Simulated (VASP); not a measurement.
Write the native input for VASP 6.6.1 that does the following.

```
Task                   : single point
Functional             : r2SCAN
Potentials or basis    : VASP PAW PBE potentials, release 64 (W_sv)
Cutoff                 : 520 eV
k mesh                 : 16 × 16 × 16
Occupations            : gaussian, width 0.15 eV
Spin                   : no spin polarisation
Dipole correction      : no
Further INCAR settings : ALGO = Normal; EDIFF = 1e-07; NBANDS = 13
```

The system is W.

```
W
1.0
    -0.84519    1.69037    1.69037
     1.69037   -0.84519    1.69037
     1.69037    1.69037   -0.84519
W
1
Direct
  0.00000 0.00000 0.00000
```

This cell differs from its parent crystal: ratio of the length along [111] to the lengths across it x 2.0, volume and fractional coordinates fixed.

The input as run:

POSCAR

```
W
1.0
   -0.8451852334      1.6903704669      1.6903704669
    1.6903704669     -0.8451852334      1.6903704669
    1.6903704669      1.6903704669     -0.8451852334
W
1
Direct
    0.0000000000      0.0000000000      0.0000000000
```

INCAR.step1

```
SYSTEM = W
ALGO = Normal ; EDIFF = 1E-4
ENCUT = 520 ; GGA = PE
ISMEAR = 0 ; LASPH = .TRUE.
LCHARG = .FALSE. ; LREAL = .FALSE.
LWAVE = .TRUE. ; NBANDS = 13
NELM = 80 ; PREC = Accurate
SIGMA = 0.15
```

INCAR.step2

```
SYSTEM = W
ALGO = Normal ; EDIFF = 1E-7
ENCUT = 520 ; ISIF = 2
ISMEAR = 0 ; ISTART = 1
LASPH = .TRUE. ; LCHARG = .FALSE.
LMIXTAU = .TRUE. ; LREAL = .FALSE.
LWAVE = .FALSE. ; METAGGA = R2SCAN
NBANDS = 13 ; NELM = 80
PREC = Accurate ; SIGMA = 0.15
```

KPOINTS

```
k-points
0
G
  16 16 16
  0 0 0
```

Potentials or basis: VASP PAW PBE potentials, release 64 (W_sv).

Run with:

```sh
$ cat potpaw_PBE.64/W_sv/POTCAR > POTCAR
$ cp INCAR.step1 INCAR
$ mpirun -np 1 vasp_std > vasp.out
$ cp INCAR.step2 INCAR
$ mpirun -np 1 vasp_std > vasp.out
```

Results of the run:

The pressure is 30.0 GPa and the band gap on the k mesh is zero (band 7 reaches 13.17 eV, above the bottom of band 8 at 9.54 eV).

Caveat: the PAW data sets were made with another functional, which shifts forces and pressure a little; spin-orbit coupling is left out, which moves the levels of the heavy elements.

Wall time 60 s on 1 thread of Intel(R) Xeon(R) Platinum 8559C (Emerald Rapids) (shared host), peak memory 0.15 GiB.
